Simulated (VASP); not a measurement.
A run of VASP 6.6.1:

POSCAR

```
Zn
1.0
    2.6867751071      0.0000000000      0.0000000000
   -1.3433875536      2.3268154970      0.0000000000
    0.0000000000      0.0000000000      4.9646397600
Zn
2
Direct
    0.3333333333      0.6666666667      0.2500000000
    0.6666666667      0.3333333333      0.7500000000
```

INCAR.step1

```
SYSTEM = Zn
PREC = Accurate ; ENCUT = 520
ISMEAR = -1 ; SIGMA = 0.1
LREAL = .FALSE. ; LASPH = .TRUE.
NELM = 100 ; NBANDS = 19
GGA = PE ; ALGO = Normal
EDIFF = 1E-4 ; LWAVE = .TRUE.
LCHARG = .FALSE.
```

File INCAR.step2:

```
SYSTEM = Zn
PREC = Accurate ; ENCUT = 520
EDIFF = 1E-6 ; ISMEAR = -1
SIGMA = 0.1 ; LREAL = .FALSE.
LASPH = .TRUE. ; NELM = 100
ALGO = Normal ; ISIF = 2
LWAVE = .FALSE. ; LCHARG = .FALSE.
METAGGA = R2SCAN ; LMIXTAU = .TRUE.
NBANDS = 19 ; ISTART = 1
```

KPOINTS

```
regular mesh
0
G
  23 23 11
  0 0 0
```

Potentials or basis: VASP PAW PBE potentials, release 64 (Zn).

Run with:

```sh
$ cat potpaw_PBE.64/Zn/POTCAR > POTCAR
$ cp INCAR.step1 INCAR
$ mpirun -np 1 vasp_std > vasp.out
$ cp INCAR.step2 INCAR
$ mpirun -np 1 vasp_std > vasp.out
```

Hardware: 1 thread of Intel Xeon 6975P-C, with other jobs on the host.

**Question.** How long does it take, and how much memory?

**Answer.** It took 6.7 min on 1 thread of Intel Xeon 6975P-C, with other jobs on the host, peak memory 0.28 GiB. Counts: k points 336.
